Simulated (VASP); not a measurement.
Runs of VASP 6.6.1 on Be2CdS2. The structure is that of space group P-3m1 (No. 164), or close to it. The cells are those of the table. 

| task | potentials or basis | cell | k mesh | cutoff (eV) | second run | gap on the mesh (eV) | pressure (GPa) | relaxed volume (Å³/atom) | largest force (eV/Å) |
| --- | --- | --- | --- | --- | --- | --- | --- | --- | --- |
| single point | VASP PAW PBE potentials, release 64 (Be, Cd, S) | a = 3.450, b = 3.450, c = 10.265 Å, angles 90.0, 90.0, 120.0°, 5 atoms | 12 × 12 × 4 | 520 | - | none | 0.0 | - | 0.02 |
| relaxation of cell and atoms | VASP PAW PBE potentials, release 64 (Be, Cd_sv_GW, S) | relaxed from a = 3.596, b = 3.596, c = 6.195 Å, angles 90.0, 90.0, 120.0°, 5 atoms | 6 × 6 × 4 | 600 | valence_matched | none | 0.2 | 17.93 | 0.02 |
| single point | VASP PAW PBE potentials, release 64 (Be, Cd, S) | a = 3.435, b = 3.435, c = 10.274 Å, angles 90.0, 90.0, 120.0°, 5 atoms | 6 × 6 × 4 | 520 | - | none | 0.0 | - | 0.02 |
| relaxation of cell and atoms | VASP PAW PBE potentials, release 64 (Be, Cd, S) | relaxed from a = 3.596, b = 3.596, c = 6.195 Å, angles 90.0, 90.0, 120.0°, 5 atoms | 6 × 6 × 4 | 600 | - | none | 0.0 | 19.61 | 0.02 |
| single point | VASP PAW PBE potentials, release 64 (Be, Cd, S) | a = 3.596, b = 3.596, c = 6.195 Å, angles 90.0, 90.0, 120.0°, 5 atoms | 6 × 6 × 4 | 520 | - | none | (a) | - | 2.25 |

Alike in all rows: level PBE; no spin polarisation; smearing gaussian 0.1 eV.

Question: Fill in the values left out.

Answer: (a) 15.7.

Caveats: the volume moved by over 15 % at a fixed basis, so the end points are rough (some runs); forces of over 1 eV/Å act on the atoms, so gaps and moduli don't describe the material at rest (some runs).

A k mesh can miss the band edges, and the runs leave out spin-orbit coupling on Cd.

A gap of «none» marks levels without a gap at the run's occupations.

The runs don't all hold the same shells in valence.
